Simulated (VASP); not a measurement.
A run of VASP 6.6.1 is set up as follows.

INCAR

```
PREC     = Accurate       # precision mode
ENCUT    = 520            # plane-wave cutoff, eV
EDIFF    = 1E-7           # SCF threshold, eV
ISMEAR   = 0              # smearing method
SIGMA    = 0.05           # smearing width, eV
LREAL    = False          # projectors in reciprocal space
LASPH    = True           # aspherical terms in the spheres
NELM     = 100            # most SCF steps
ALGO     = Normal         # electronic algorithm
ISIF     = 2              # what is computed and relaxed
LWAVE    = False          # write WAVECAR
LCHARG   = False          # write CHGCAR
GGA      = PS             # functional
NBANDS   = 18             # bands
```

The input KPOINTS:

```
regular mesh
0
Gamma
  12 12 6
```

Contents of POSCAR:

```
NiO2
1.0
    2.8624235356      0.0000000000      0.0000000000
   -1.4312117678      2.4789314982      0.0000000000
    0.0000000000      0.0000000000      4.7038205961
Ni O
1 2
Direct
    0.0000000000      0.0000000000      0.5000000000
    0.6666666667      0.3333333333      0.7002287663
    0.3333333333      0.6666666667      0.2997712337
```

Potentials or basis: VASP PAW PBE potentials, release 64 (Ni, O).

Command:

```sh
$ cat potpaw_PBE.64/Ni/POTCAR potpaw_PBE.64/O/POTCAR > POTCAR
$ mpirun -np 1 vasp_std > vasp.out
```

**Question.** What does it give for the pressure?

**Answer.** -11.3 GPa.

**Question.** Predict the band gap on the k mesh.

**Answer.** 0.85 eV, indirect (least direct gap 1.06 eV).

Forces on the atoms (eV/Å):
```
Ni   0.000  0.000  0.000
O    0.000  0.000 -0.702
O    0.000  0.000  0.702
```

Caveat: the PAW data sets were made with another functional, which shifts forces and pressure a little. Spin polarisation is off, so any magnetic state and its effect on volume and gap are missing.
